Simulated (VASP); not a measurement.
A run of VASP 6.6.1 is set up as follows.

File INCAR:

```
ALGO = Fast ; EDIFF = 1E-6
ENCUT = 520 ; GGA = PS
ISIF = 2 ; ISMEAR = 0
LASPH = True ; LCHARG = False
LREAL = False ; LWAVE = False
NBANDS = 32 ; NELM = 80
PREC = Accurate ; SIGMA = 0.1
```

Contents of KPOINTS:

```
k-points
0
Gamma
  15 15 4
```

The input POSCAR:

```
Cd
1.0
    3.2528864422      0.0000000000      0.0000000000
   -1.6264432211      2.8170822946      0.0000000000
    0.0000000000      0.0000000000     10.8132320843
Cd
4
Direct
    0.0000000000      0.0000000000      0.0000000000
    0.3333333300      0.6666666700      0.2500000000
    0.0000000000      0.0000000000      0.5000000000
    0.6666666700      0.3333333300      0.7500000000
```

Potentials or basis: VASP PAW PBE potentials, release 64 (Cd).

Run with:

```console
$ cat potpaw_PBE.64/Cd/POTCAR > POTCAR
$ mpirun -np 1 vasp_std > vasp.out
```

**Question.** What does it give for the pressure?

**Answer.** -5.8 GPa.

**Question.** Estimate the band gap on the k mesh.

**Answer.** Zero (bands 24 and 25 overlap by 2.77 eV).

Stress tensor (GPa, compression positive):
```
-5.77  0.00  0.00
 0.00 -5.77  0.00
 0.00  0.00 -5.88
```

Caveat: the cell differs from its parent crystal (strained); the cell stands under tension; the PAW data sets were made with another functional, which shifts forces and pressure a little.
